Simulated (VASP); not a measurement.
Crystal: BeS.

```
Be S
1.0
     0.00000    2.29199    2.29199
     2.29199    0.00000    2.29199
     2.29199    2.29199    0.00000
Be S
1 1
Direct
  0.00000 0.00000 0.00000
  0.50000 0.50000 0.50000
```

This cell differs from its parent crystal: Ca replaced by Be, lengths x 0.829, strained.

Base run:

```yaml
Program: VASP 6.6.1
Functional: PBEsol
Potentials_or_basis: VASP PAW PBE potentials, release 64 (Be, S)
Cutoff: 600 eV
k_mesh: 10 × 10 × 10
Occupations: gaussian, width 0.02 eV
Spin: no spin polarisation
```

Its results: band gap on the k mesh 1.03 eV, indirect (least direct gap 4.31 eV); pressure 0.6 GPa.

Problem. The run is repeated on the same cell with these changes: k mesh from 10 × 10 × 10 to 6 × 6 × 6; occupations from gaussian, width 0.02 eV to gaussian, width 0.1 eV. What comes out?

Solution. Band gap on the k mesh 0.98 eV, indirect (least direct gap 4.31 eV); pressure 0.9 GPa.

Caveats: the PAW data sets were made with another functional, which shifts forces and pressure a little.

A k mesh can miss the band edges.
